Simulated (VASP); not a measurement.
# TiAl (P-6m2) in VASP: notebook

Runs on TiAl. Level: PBEsol. Tasks: single point.

Everything below comes from runs of VASP 6.6.1. Logs are shortened: lines on timing, memory, paths and dates and some standing lists are left out, and cuts for length are marked.

## 1. The cell of the first run

It takes space group P-6m2 (No. 187, hexagonal). The conventional cell has a = 2.867 Å, b = 2.867 Å, c = 4.678 Å, α = 90.00°, β = 90.00°, γ = 120.00°. Ti (site symmetry -6m2) has 6 Al at 2.87 Å and 6 Ti at 2.87 Å within 3.8 Å. Al (site symmetry -6m2) has 6 Ti at 2.87 Å and 6 Al at 2.87 Å within 3.8 Å.

## 2. Single point, PBEsol

Contents of INCAR:

```
  PREC = Accurate
  ENCUT = 520
  EDIFF = 1E-6
  ISMEAR = 0
  SIGMA = 0.15
  LREAL = F
  LASPH = T
  NELM = 80
  ALGO = Fast
  ISIF = 2
  LWAVE = F
  LCHARG = F
  GGA = PS
  NBANDS = 14
```

Contents of KPOINTS:

```
regular mesh
0
Gamma
  21 21 12
```

Contents of POSCAR:

```
TiAl
1.0
    2.8672622327      0.0000000000      0.0000000000
   -1.4336311163      2.4831219328      0.0000000000
    0.0000000000      0.0000000000      4.6780830000
Ti Al
1 1
Direct
    0.0000000000      0.0000000000      0.0000000000
    0.3333333333      0.6666666667      0.5000000000
```

Potentials or basis: VASP PAW PBE potentials, release 64 (Ti_sv, Al).

The run is started by

```sh
$ cat potpaw_PBE.64/Ti_sv/POTCAR potpaw_PBE.64/Al/POTCAR > POTCAR
$ mpirun -np 1 vasp_std > vasp.out
```

OUTCAR:

```text
PREC = Accurate
   ENCUT = 520
   EDIFF = 1E-6
   ISMEAR = 0
   LREAL = F
   LASPH = T
   NELM = 80
   ISIF = 2
   GGA = PS

 ion  position               nearest neighbor table
   1  0.000  0.000  0.000-   2 2.87   2 2.87   2 2.87   2 2.87   2 2.87   2 2.87
   2  0.333  0.667  0.500-   1 2.87   1 2.87   1 2.87   1 2.87   1 2.87   1 2.87

  LATTYP: Found a hexagonal cell.
 ALAT       =     2.8672622327
 C/A-ratio  =     1.6315504549

  Lattice vectors:

 A1 = (   2.8672622327,   0.0000000000,   0.0000000000)
 A2 = (  -1.4336311163,   2.4831219328,   0.0000000000)
 A3 = (   0.0000000000,   0.0000000000,   4.6780830000)

Analysis of symmetry for initial positions (statically):
=====================================================================
 Subroutine PRICEL returns:
 Original cell was already a primitive cell.

 Routine SETGRP: Setting up the symmetry group for a
 hexagonal supercell.

 Subroutine GETGRP returns: Found 12 space group operations
 (whereof 12 operations were pure point group operations)
 out of a pool of 24 trial point group operations.

The static configuration has the point symmetry D_3h.

Analysis of symmetry for dynamics (positions and initial velocities):
=====================================================================
 Subroutine PRICEL returns:
 Original cell was already a primitive cell.

 Routine SETGRP: Setting up the symmetry group for a
 hexagonal supercell.

 Subroutine GETGRP returns: Found 12 space group operations
 (whereof 12 operations were pure point group operations)
 out of a pool of 24 trial point group operations.

The dynamic configuration has the point symmetry D_3h.

 Subroutine INISYM returns: Found 12 space group operations
 (whereof 12 operations are pure point group operations),
 and found     1 'primitive' translations

----------------------------------------------------------------------------------------

                                     Primitive cell

  volume of cell :      33.3068

  direct lattice vectors                    reciprocal lattice vectors
     2.867262233  0.000000000  0.000000000     0.348764751  0.201359423  0.000000000
    -1.433631116  2.483121933  0.000000000     0.000000000  0.402718846  0.000000000
     0.000000000  0.000000000  4.678083000     0.000000000  0.000000000  0.213762774

  length of vectors
     2.867262233  2.867262233  4.678083000     0.402718846  0.402718846  0.213762774

  position of ions in fractional coordinates (direct lattice)
     0.000000000  0.000000000  0.000000000
     0.333333333  0.666666667  0.500000000

  ion indices of the primitive-cell ions
   primitive index   ion index
                 1           1
                 2           2

----------------------------------------------------------------------------------------

 KPOINTS: regular mesh

Automatic generation of k-mesh.
 Grid dimensions read from file:
 generate k-points for:   21   21   12

 Generating k-lattice:

  Cartesian coordinates                     Fractional coordinates (reciprocal lattice)
     0.016607845  0.009588544  0.000000000     0.047619048  0.000000000  0.000000000
     0.000000000  0.019177088  0.000000000     0.000000000  0.047619048  0.000000000
     0.000000000  0.000000000  0.017813565     0.000000000  0.000000000  0.083333333

  Length of vectors
     0.019177088  0.019177088  0.017813565

  Shift w.r.t. Gamma in fractional coordinates (k-lattice)
     0.000000000  0.000000000  0.000000000

 Subroutine IBZKPT returns following result:
 ===========================================

 Found    336 irreducible k-points:

 Following reciprocal coordinates:
            Coordinates               Weight
  0.000000  0.000000  0.000000      1.000000
  0.047619  0.000000  0.000000      6.000000
  0.095238 -0.000000  0.000000      6.000000
  0.142857  0.000000  0.000000      6.000000
  0.190476 -0.000000  0.000000      6.000000
  0.238095  0.000000  0.000000      6.000000
[... 16 lines left out ...]
  0.142857  0.095238  0.000000     12.000000
  0.190476  0.095238  0.000000     12.000000
 [... further k-points ...]
   k-points           NKPTS =    336   k-points in BZ     NKDIM =    336   number of bands    NBANDS=     14
   number of dos      NEDOS =    301   number of ions     NIONS =      2
   total plane-waves  NPLWV =  20736
   dimension x,y,z NGX =    24 NGY =   24 NGZ =   36
   dimension x,y,z NGXF=    48 NGYF=   48 NGZF=   72
   ions per type =               1   1
   NGX,Y,Z   is equivalent  to a cutoff of  13.92, 13.92, 12.79 a.u.
   NGXF,Y,Z  is equivalent  to a cutoff of  27.83, 27.83, 25.59 a.u.
 SYSTEM =  unknown system
   PREC   = accura    normal or accurate (medium, high low for compatibility)
   ISTART =      0    job   : 0-new  1-cont  2-samecut
   ICHARG =      2    charge: 1-file 2-atom 10-const
   ISPIN  =      1    spin polarized calculation?
   LNONCOLLINEAR =      F non collinear calculations
   LSORBIT =      F    spin-orbit coupling
   LASPH  =      T    aspherical Exc in radial PAW
   ENCUT  =  520.0 eV  38.22 Ry    6.18 a.u.   5.33  5.33  8.70*2*pi/ulx,y,z
   NELM   =     80;   NELMIN=  2; NELMDL= -5     # of ELM steps
   EDIFF  = 0.1E-05   stopping-criterion for ELM
   LREAL  =      F    real-space projection
   EDIFFG = 0.1E-04   stopping-criterion for IOM
   NSW    =      0    number of steps for IOM
   IBRION =     -1    ionic relax: 0-MD 1-quasi-New 2-CG
   NFREE  =      0    steps in history (QN), initial steepest desc. (CG)
   ISIF   =      2    stress and relaxation
   ISYM   =      2    0-nonsym 1-usesym 2-fastsym
   POTIM  = 0.5000    time-step for ionic-motion
   TEBEG  =    0.0;   TEEND  =   0.0 temperature during run
   PSTRESS=    0.0 pullay stress
   NELECT =      15.0000    total number of electrons
   NUPDOWN=      -1.0000    fix difference up-down
   EMIN   =  10.00;   EMAX   =-10.00  energy-range for DOS
   EFERMI =   0.00;   METHOD = LEGACY
   ISMEAR =     0;   SIGMA  =   0.15  broadening in eV -4-tet -1-fermi 0-gaus
   EFERMI_NEDOS =   21; number of points for ismear=-14 and -15
   IALGO  =     68    algorithm
   IMIX   =      4    mixing-type and parameters
     AMIX     =   0.40;   BMIX     =  1.00
     AMIX_MAG =   1.60;   BMIX_MAG =  1.00
  volume/ion in A,a.u.               =      16.65       112.38
  Fermi-wavevector in a.u.,A,eV,Ry     =   1.254857  2.371335 21.424622  1.574665
  Thomas-Fermi vector in A             =   2.388641
   LORBIT       =      0    0 simple, 1 ext, 2 COOP (PROOUT), +10 PAW based schemes
   GGA     = PS    functional components
   LHFCALC =     F    Hartree Fock is set to
   AEXX    =    0.0000 exact exchange contribution
   IVDW    =     0    specifies the selected vdW correction
   LEPSILON=     F    determine dielectric tensor
   LRPA    =     F    only Hartree local field effects (RPA)
 non-spin polarized calculation
 RMM-DIIS sequential band-by-band and
 Gauss-broadening in eV      SIGMA  =   0.15
  energy-cutoff  :      520.00
  volume of cell :       33.31
 maximum number of plane-waves:       917
 NGX is ok and might be reduce to    24
   NGX = 11   NGY = 11   NGZ = 17

 number of electron      15.0000001 magnetization

 Free energy of the ion-electron system (eV)
  ---------------------------------------------------
  ext. energy  EPLUGINS =         0.00000000
  ---------------------------------------------------
  free energy    TOTEN  =       -12.93818844 eV

  energy without entropy =      -12.90894852  energy(sigma->0) =      -12.92356848

 E-fermi :   7.7770     XC(G=0): -11.0327

 val. band max:        7.7763266143   @ k =   0.3333   0.3333   0.4167
 cond. band min:       7.7769825538   @ k =   0.3333   0.3333   0.5000
 fundamental gap:      0.0006559395
 Fermi energy:         7.7769676655

 k-point     1 :       0.0000    0.0000    0.0000
  band No.  band energies     occupation
      1     -48.5184      2.00000
      2     -24.9416      2.00000
      3     -24.5157      2.00000
      4     -24.5157      2.00000
      5      -1.1470      2.00000
      6       5.4699      2.00000
      7       5.9498      2.00000
      8       9.0526      0.00000
      9       9.0526      0.00000
     10      10.5338      0.00000
     11      10.5338      0.00000
     12      11.6670      0.00000
     13      20.6498      0.00000
     14      20.6498      0.00000

 k-point     2 :       0.0476    0.0000    0.0000
  band No.  band energies     occupation
      1     -48.5163      2.00000
      2     -24.9395      2.00000
      3     -24.5290      2.00000
      4     -24.5187      2.00000
      5      -1.0905      2.00000
      6       5.5321      2.00000
      7       5.9569      2.00000
      8       8.9974      0.00000
      9       9.0989      0.00000
     10      10.5179      0.00000
     11      10.5459      0.00000
     12      11.6803      0.00000
     13      19.5947      0.00000
     14      20.0177      0.00000

 k-point     3 :       0.0952   -0.0000    0.0000
  band No.  band energies     occupation
      1     -48.5101      2.00000
      2     -24.9333      2.00000
      3     -24.5678      2.00000
      4     -24.5275      2.00000
      5      -0.9217      2.00000
      6       5.7134      2.00000
      7       5.9773      2.00000
      8       8.8424      0.00000
      9       9.2357      0.00000
     10      10.4720      0.00000
     11      10.5836      0.00000
     12      11.7182      0.00000
     13      18.0269      0.00000
     14      19.2132      0.00000
[... 324 lines left out ...]
 k-point    23 :       0.1429    0.0952    0.0000
  band No.  band energies     occupation
      1     -48.4829      2.00000
      2     -24.9065      2.00000
      3     -24.7275      2.00000
      4     -24.5731      2.00000
      5      -0.0920      2.00000
      6       6.0706      2.00000
      7       6.4946      2.00000
      8       8.2217      0.00003
      9       9.8966      0.00000
     10      10.1952      0.00000
     11      10.8771      0.00000
     12      11.8715      0.00000
     13      15.0331      0.00000
     14      16.0532      0.00000

 k-point    24 :       0.1905    0.0952    0.0000
  band No.  band energies     occupation
      1     -48.4695      2.00000
      2     -24.8933      2.00000
      3     -24.8040      2.00000
      4     -24.5964      2.00000
      5       0.3951      2.00000
      6       6.1208      2.00000
      7       6.8214      2.00000
      8       7.9851      0.04978
      9      10.0452      0.00000
     10      10.2216      0.00000
     11      11.0741      0.00000
     12      11.9265      0.00000
     13      13.7917      0.00000
     14      15.4938      0.00000

 [... further k-points ...]

------------------------ aborting loop because EDIFF is reached ----------------------------------------

  FORCE on cell =-STRESS in cart. coord.  units (eV):
  Direction    XX          YY          ZZ          XY          YZ          ZX
  --------------------------------------------------------------------------------------
  -------------------------------------------------------------------------------------
  Total       -0.4931088     -0.4931088     -0.7721901     -0.0000000     -0.0000000     -0.0000000
  in kB      -23.7202864    -23.7202864    -37.1450931     -0.0000000     -0.0000000     -0.0000000
  external PRESSURE =     -28.1952220 kB  Pullay stress =       0.0000000 kB

 VOLUME and BASIS-vectors are now :
 -----------------------------------------------------------------------------
  energy-cutoff  :      520.00
  volume of cell :       33.31
      direct lattice vectors                 reciprocal lattice vectors
     2.867262233  0.000000000  0.000000000     0.348764751  0.201359423  0.000000000
    -1.433631116  2.483121933  0.000000000     0.000000000  0.402718846  0.000000000
     0.000000000  0.000000000  4.678083000     0.000000000  0.000000000  0.213762774

 POSITION                                       TOTAL-FORCE (eV/Angst)
 -----------------------------------------------------------------------------------
      0.00000      0.00000      0.00000        -0.000000     -0.000000      0.000000
     -0.00000      1.65541      2.33904         0.000000      0.000000      0.000000
 -----------------------------------------------------------------------------------
    total drift:                                0.000000     -0.000000      0.000000

  FREE ENERGIE OF THE ION-ELECTRON SYSTEM (eV)
  ---------------------------------------------------
  free  energy   TOTEN  =       -12.9381884367 eV

  energy  without entropy=      -12.9089485244  energy(sigma->0) =      -12.92356848
```

Wall time 2.2 min (1 thread of Intel Xeon 6975P-C (Granite Rapids), shared host); peak memory 0.28 GiB.

What came out:

| Property | Result |
| --- | --- |
| Free energy | -12.9382 eV |
| Pressure | -2.8 GPa |
| Band gap on the k mesh | zero (an odd number of electrons rules out a gap without spin polarisation) |

Stress tensor (GPa, compression positive):
```
-2.37  0.00  0.00
 0.00 -2.37  0.00
 0.00  0.00 -3.71
```

Levels at points of the mesh, in eV from the Fermi level:
```csv
k point,band 4,band 5,band 6,band 7,band 8,band 9,band 10,band 11
"(0.00, 0.00, 0.00)",-32.29,-8.92,-2.31,-1.83,1.28,1.28,2.76,2.76
"(0.00, 0.00, 0.50)",-32.29,-8.03,-5.28,-0.44,1.29,1.29,2.68,2.68
```

Caveat: the PAW data sets were made with another functional, which shifts forces and pressure a little.

## 3. Single point, PBEsol

Contents of INCAR:

```
SYSTEM = TiAl
PREC = Accurate ; ENCUT = 520
EDIFF = 1E-6 ; ISMEAR = 0
SIGMA = 0.15 ; LREAL = .FALSE.
LASPH = .TRUE. ; NELM = 60
ALGO = Fast ; ISIF = 2
LWAVE = .FALSE. ; LCHARG = .TRUE.
GGA = PS ; LELF = .TRUE.
LVHAR = .TRUE. ; NBANDS = 14
```

Contents of KPOINTS:

```
Automatic mesh
0
G
  21 21 10
  0 0 0
```

POSCAR is that of step 2.

Potentials or basis: VASP PAW PBE potentials, release 64 (Ti_sv, Al).

The run is started by

```sh
$ cat potpaw_PBE.64/Ti_sv/POTCAR potpaw_PBE.64/Al/POTCAR > POTCAR
$ mpirun -np 1 vasp_std > vasp.out
```

Wall time 2 min (1 thread of Intel Xeon 6975P-C (Granite Rapids), shared host); peak memory 0.26 GiB.

The run converged. Its results:

```
Free energy            : -12.9385 eV
Pressure               : -2.8 GPa
Band gap on the k mesh : zero (an odd number of electrons rules out a gap without spin polarisation)
```

Stress tensor (GPa, compression positive):
```
-2.39  0.00  0.00
 0.00 -2.39  0.00
 0.00  0.00 -3.72
```

Levels at points of the mesh, in eV from the Fermi level:
```
           k point  band 4  band 5  band 6  band 7  band 8  band 9  band 10  band 11
(0.00, 0.00, 0.00)  -32.29   -8.92   -2.31   -1.83    1.28    1.28     2.76     2.76
(0.00, 0.00, 0.50)  -32.29   -8.03   -5.28   -0.44    1.29    1.29     2.68     2.68
```

Caveat: the PAW data sets were made with another functional, which shifts forces and pressure a little.
